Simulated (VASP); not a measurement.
# Ru6Cl in VASP: single point with PBE

Aim: the single point of Ru6Cl with PBE.

Program: VASP 6.6.1. These are calculated values, not measurements. Logs are shortened: lines on timing, memory, paths and dates and some standing lists are left out, and cuts for length are marked.

**1. The cell of the first run**

The cell holds a slab with vacuum, 7 atoms: a = 2.720 Å, b = 4.297 Å, c = 20.838 Å, α = 90.00°, β = 90.00°, γ = 90.00°.

**2. Single point, PBE**

INCAR reads:

```
  ALGO = Normal
  DIPOL = 0.5 0.5 0.351
  EDIFF = 1E-7
  ENCUT = 520
  GGA = PE
  IDIPOL = 3
  ISIF = 2
  ISMEAR = 0
  LASPH = T
  LCHARG = F
  LDIPOL = T
  LREAL = F
  LWAVE = F
  NBANDS = 54
  NELM = 80
  PREC = Accurate
  SIGMA = 0.1
```

KPOINTS reads:

```
k-points
0
Gamma
  10 6 1
```

POSCAR reads:

```
Ru6Cl
1.0
    2.7197977463      0.0000000000      0.0000000000
    0.0000000000      4.2966597637      0.0000000000
    0.0000000000      0.0000000000     20.8383397203
Ru Cl
6 1
Direct
    0.0000000000      0.7500000000      0.1919538722
    0.5000000000      0.2500000000      0.2296314412
    0.5000000000      0.7500000000      0.3049865789
    0.0000000000      0.2500000000      0.3407382299
    0.0000000000      0.7500000000      0.4168575065
    0.5000000000      0.2500000000      0.4481326174
    0.5000000000      0.7500000000      0.5225052747
```

Potentials or basis: VASP PAW PBE potentials, release 64 (Ru_pv, Cl).

Command:

```sh
> cat potpaw_PBE.64/Ru_pv/POTCAR potpaw_PBE.64/Cl/POTCAR > POTCAR
> mpirun -np 1 vasp_std > vasp.out
```

OUTCAR:

```text
EDIFF = 1E-7
   ENCUT = 520
   GGA = PE
   ISIF = 2
   ISMEAR = 0
   LASPH = T
   LREAL = F
   NELM = 80
   PREC = Accurate

 ion  position               nearest neighbor table
   1  0.000  0.750  0.192-   2 2.66   2 2.66   2 2.66   2 2.66   3 2.72   3 2.72
   2  0.500  0.250  0.230-   3 2.66   3 2.66   1 2.66   1 2.66   1 2.66   1 2.66   4 2.69   4 2.69

   3  0.500  0.750  0.305-   4 2.65   4 2.65   4 2.65   4 2.65   2 2.66   2 2.66   5 2.70   5 2.70
                             1 2.72   1 2.72
   4  0.000  0.250  0.341-   6 2.62   6 2.62   3 2.65   3 2.65   3 2.65   3 2.65   5 2.67   5 2.67
                             2 2.69   2 2.69
   5  0.000  0.750  0.417-   7 2.59   7 2.59   6 2.62   6 2.62   6 2.62   6 2.62   4 2.67   4 2.67
                             3 2.70   3 2.70
   6  0.500  0.250  0.448-   4 2.62   4 2.62   5 2.62   5 2.62   5 2.62   5 2.62   7 2.65   7 2.65

   7  0.500  0.750  0.523-   5 2.59   5 2.59   6 2.65   6 2.65

  LATTYP: Found a simple orthorhombic cell.
 ALAT       =     2.7197977463
 B/A-ratio  =     1.5797717935
 C/A-ratio  =     7.6617240192

  Lattice vectors:

 A1 = (   2.7197977463,   0.0000000000,   0.0000000000)
 A2 = (   0.0000000000,   4.2966597637,   0.0000000000)
 A3 = (   0.0000000000,   0.0000000000,  20.8383397203)

Analysis of symmetry for initial positions (statically):
=====================================================================
 Subroutine PRICEL returns:
 Original cell was already a primitive cell.

 Routine SETGRP: Setting up the symmetry group for a
 simple orthorhombic supercell.

 Subroutine GETGRP returns: Found  4 space group operations
 (whereof  2 operations were pure point group operations)
 out of a pool of  8 trial point group operations.

The static configuration has the point symmetry C_1h.
 The point group associated with its full space group is C_2v.

Analysis of symmetry for dynamics (positions and initial velocities):
=====================================================================
 Subroutine PRICEL returns:
 Original cell was already a primitive cell.

 Routine SETGRP: Setting up the symmetry group for a
 simple orthorhombic supercell.

 Subroutine GETGRP returns: Found  4 space group operations
 (whereof  2 operations were pure point group operations)
 out of a pool of  8 trial point group operations.

The dynamic configuration has the point symmetry C_1h.
 The point group associated with its full space group is C_2v.

 Subroutine INISYM returns: Found  4 space group operations
 (whereof  2 operations are pure point group operations),
 and found     1 'primitive' translations

----------------------------------------------------------------------------------------

                                     Primitive cell

  volume of cell :     243.5178

  direct lattice vectors                    reciprocal lattice vectors
     2.719797746  0.000000000  0.000000000     0.367674398  0.000000000  0.000000000
     0.000000000  4.296659764  0.000000000     0.000000000  0.232738931  0.000000000
     0.000000000  0.000000000 20.838339720     0.000000000  0.000000000  0.047988468

  length of vectors
     2.719797746  4.296659764 20.838339720     0.367674398  0.232738931  0.047988468

  position of ions in fractional coordinates (direct lattice)
     0.000000000  0.750000000  0.191953872
     0.500000000  0.250000000  0.229631441
     0.500000000  0.750000000  0.304986579
     0.000000000  0.250000000  0.340738230
     0.000000000  0.750000000  0.416857507
     0.500000000  0.250000000  0.448132617
     0.500000000  0.750000000  0.522505275

  ion indices of the primitive-cell ions
   primitive index   ion index
                 1           1
                 2           2
                 3           3
                 4           4
                 5           5
                 6           6
                 7           7

----------------------------------------------------------------------------------------

 KPOINTS: k-points

Automatic generation of k-mesh.
 Grid dimensions read from file:
 generate k-points for:   10    6    1

 Generating k-lattice:

  Cartesian coordinates                     Fractional coordinates (reciprocal lattice)
     0.036767440  0.000000000  0.000000000     0.100000000  0.000000000  0.000000000
     0.000000000  0.038789822  0.000000000     0.000000000  0.166666667  0.000000000
     0.000000000  0.000000000  0.047988468     0.000000000  0.000000000  1.000000000

  Length of vectors
     0.036767440  0.038789822  0.047988468

  Shift w.r.t. Gamma in fractional coordinates (k-lattice)
     0.000000000  0.000000000  0.000000000

 Subroutine IBZKPT returns following result:
 ===========================================

 Found     24 irreducible k-points:

 Following reciprocal coordinates:
            Coordinates               Weight
  0.000000  0.000000  0.000000      1.000000
  0.100000  0.000000  0.000000      2.000000
  0.200000  0.000000  0.000000      2.000000
  0.300000  0.000000  0.000000      2.000000
  0.400000  0.000000  0.000000      2.000000
  0.500000  0.000000  0.000000      1.000000
[... 16 lines left out ...]
  0.400000  0.500000  0.000000      2.000000
  0.500000  0.500000  0.000000      1.000000
   k-points           NKPTS =     24   k-points in BZ     NKDIM =     24   number of bands    NBANDS=     54
   number of dos      NEDOS =    301   number of ions     NIONS =      7
   total plane-waves  NPLWV = 102400
   dimension x,y,z NGX =    20 NGY =   32 NGZ =  160
   dimension x,y,z NGXF=    40 NGYF=   64 NGZF=  320
   ions per type =               6   1
   NGX,Y,Z   is equivalent  to a cutoff of  12.22, 12.38, 12.76 a.u.
   NGXF,Y,Z  is equivalent  to a cutoff of  24.45, 24.76, 25.53 a.u.
 SYSTEM =  unknown system
   PREC   = accura    normal or accurate (medium, high low for compatibility)
   ISTART =      0    job   : 0-new  1-cont  2-samecut
   ICHARG =      2    charge: 1-file 2-atom 10-const
   ISPIN  =      1    spin polarized calculation?
   LNONCOLLINEAR =      F non collinear calculations
   LSORBIT =      F    spin-orbit coupling
   LASPH  =      T    aspherical Exc in radial PAW
   ENCUT  =  520.0 eV  38.22 Ry    6.18 a.u.   5.06  7.99 38.75*2*pi/ulx,y,z
   NELM   =     80;   NELMIN=  2; NELMDL= -5     # of ELM steps
   EDIFF  = 0.1E-06   stopping-criterion for ELM
   LREAL  =      F    real-space projection
   EDIFFG = 0.1E-05   stopping-criterion for IOM
   NSW    =      0    number of steps for IOM
   IBRION =     -1    ionic relax: 0-MD 1-quasi-New 2-CG
   NFREE  =      0    steps in history (QN), initial steepest desc. (CG)
   ISIF   =      2    stress and relaxation
   ISYM   =      2    0-nonsym 1-usesym 2-fastsym
   POTIM  = 0.5000    time-step for ionic-motion
   TEBEG  =    0.0;   TEEND  =   0.0 temperature during run
   PSTRESS=    0.0 pullay stress
   NELECT =      91.0000    total number of electrons
   NUPDOWN=      -1.0000    fix difference up-down
   EMIN   =  10.00;   EMAX   =-10.00  energy-range for DOS
   EFERMI =   0.00;   METHOD = LEGACY
   ISMEAR =     0;   SIGMA  =   0.10  broadening in eV -4-tet -1-fermi 0-gaus
   EFERMI_NEDOS =   21; number of points for ismear=-14 and -15
   IALGO  =     38    algorithm
   IMIX   =      4    mixing-type and parameters
     AMIX     =   0.40;   BMIX     =  1.00
     AMIX_MAG =   1.60;   BMIX_MAG =  1.00
  volume/ion in A,a.u.               =      34.79       234.76
  Fermi-wavevector in a.u.,A,eV,Ry     =   1.179175  2.228318 18.918283  1.390455
  Thomas-Fermi vector in A             =   2.315491
   LORBIT       =      0    0 simple, 1 ext, 2 COOP (PROOUT), +10 PAW based schemes
   GGA     = PE    functional components
   LHFCALC =     F    Hartree Fock is set to
   AEXX    =    0.0000 exact exchange contribution
   IVDW    =     0    specifies the selected vdW correction
   LEPSILON=     F    determine dielectric tensor
   LRPA    =     F    only Hartree local field effects (RPA)
 non-spin polarized calculation
 Gauss-broadening in eV      SIGMA  =   0.10
  energy-cutoff  :      520.00
  volume of cell :      243.52
 maximum number of plane-waves:      6614
   NGX = 11   NGY = 15   NGZ = 77

 dipolmoment           0.000000      0.000000      0.080598 electrons x Angstroem

 number of electron      91.0000042 magnetization

 dipolmoment           0.000000      0.000000     -0.005374 electrons x Angstroem

 Free energy of the ion-electron system (eV)
  ---------------------------------------------------
  ext. energy  EPLUGINS =         0.00000000
  ---------------------------------------------------
  free energy    TOTEN  =       -53.99241034 eV

  energy without entropy =      -53.94020429  energy(sigma->0) =      -53.96630731

 E-fermi :   2.0283     XC(G=0):  -6.2932

 val. band max:        2.0204710910   @ k =   0.1000   0.3333   0.0000
 cond. band min:       2.0398840659   @ k =   0.0000   0.5000   0.0000
 fundamental gap:      0.0194129750
 Fermi energy:         2.0282659974

 k-point     1 :       0.0000    0.0000    0.0000
  band No.  band energies     occupation
      1     -41.7047      2.00000
      2     -41.4661      2.00000
      3     -41.4519      2.00000
      4     -41.2892      2.00000
      5     -41.1377      2.00000
      6     -41.0691      2.00000
[... 46 lines left out ...]
     53       3.6860      0.00000
     54       3.7406      0.00000

 k-point     2 :       0.1000    0.0000    0.0000
  band No.  band energies     occupation
      1     -41.6802      2.00000
      2     -41.4441      2.00000
      3     -41.4384      2.00000
      4     -41.2827      2.00000
      5     -41.1260      2.00000
      6     -41.1204      2.00000
[... 46 lines left out ...]
     53       3.6141      0.00000
     54       3.7342      0.00000

 k-point     3 :       0.2000    0.0000    0.0000
  band No.  band energies     occupation
      1     -41.6106      2.00000
      2     -41.4086      2.00000
      3     -41.3820      2.00000
      4     -41.2816      2.00000
      5     -41.2410      2.00000
      6     -41.0951      2.00000
[... 46 lines left out ...]
     53       3.4589      0.00000
     54       3.6541      0.00000
[... 1084 lines left out ...]
 k-point    23 :       0.4000    0.5000    0.0000
  band No.  band energies     occupation
      1     -41.5945      2.00000
      2     -41.5945      2.00000
      3     -41.5768      2.00000
      4     -41.5448      2.00000
      5     -41.2817      2.00000
      6     -41.1916      2.00000
[... 46 lines left out ...]
     53       4.5393      0.00000
     54       4.6578      0.00000

 k-point    24 :       0.5000    0.5000    0.0000
  band No.  band energies     occupation
      1     -41.6341      2.00000
      2     -41.6270      2.00000
      3     -41.6222      2.00000
      4     -41.5665      2.00000
      5     -41.2836      2.00000
      6     -41.2252      2.00000
[... 46 lines left out ...]
     53       4.8357      0.00000
     54       5.6176      0.00000

------------------------ aborting loop because EDIFF is reached ----------------------------------------

 vacuum level on the upper side and lower side of the slab       (xc-potential included)        -0.047         0.034

  FORCE on cell =-STRESS in cart. coord.  units (eV):
  Direction    XX          YY          ZZ          XY          YZ          ZX
  --------------------------------------------------------------------------------------
  -------------------------------------------------------------------------------------
  Total        3.2080442     -2.8271752     -0.5719947      0.0000000      0.0000000      0.0000000
  in kB       21.1066954    -18.6008424     -3.7633266      0.0000000      0.0000000      0.0000000
  external PRESSURE =      -0.4191579 kB  Pullay stress =       0.0000000 kB

 VOLUME and BASIS-vectors are now :
 -----------------------------------------------------------------------------
  energy-cutoff  :      520.00
  volume of cell :      243.52
      direct lattice vectors                 reciprocal lattice vectors
     2.719797746  0.000000000  0.000000000     0.367674398  0.000000000  0.000000000
     0.000000000  4.296659764  0.000000000     0.000000000  0.232738931  0.000000000
     0.000000000  0.000000000 20.838339720     0.000000000  0.000000000  0.047988468

 POSITION                                       TOTAL-FORCE (eV/Angst)
 -----------------------------------------------------------------------------------
      0.00000      3.22249      4.00000         0.000000      0.000000      0.824160
      1.35990      1.07416      4.78514         0.000000      0.000000     -0.603793
      1.35990      3.22249      6.35541         0.000000      0.000000      0.105330
      0.00000      1.07416      7.10042         0.000000      0.000000     -0.294606
      0.00000      3.22249      8.68662         0.000000      0.000000     -1.305256
      1.35990      1.07416      9.33834         0.000000      0.000000      1.293163
      1.35990      3.22249     10.88814         0.000000      0.000000     -0.018999
 -----------------------------------------------------------------------------------
    total drift:                               -0.000000      0.000000      0.000496

  FREE ENERGIE OF THE ION-ELECTRON SYSTEM (eV)
  ---------------------------------------------------
  free  energy   TOTEN  =       -53.9924103385 eV

  energy  without entropy=      -53.9402042861  energy(sigma->0) =      -53.96630731

 vacuum level on the upper side and lower side of the slab         6.679         6.745
```

Wall time 8.1 min (1 thread of Intel Xeon 6975P-C (Granite Rapids), shared host); peak memory 0.44 GiB.

What came out:

```yaml
Free_energy: -53.9924 eV
Largest_force: 1.305 eV/Å
Band_gap_on_the_k_mesh: zero (an odd number of electrons rules out a gap without spin polarisation)
```

Forces on the atoms (eV/Å):
```
Ru   0.000  0.000  0.824
Ru   0.000  0.000 -0.604
Ru   0.000  0.000  0.105
Ru   0.000  0.000 -0.295
Ru   0.000  0.000 -1.305
Ru   0.000  0.000  1.293
Cl   0.000  0.000 -0.019
```
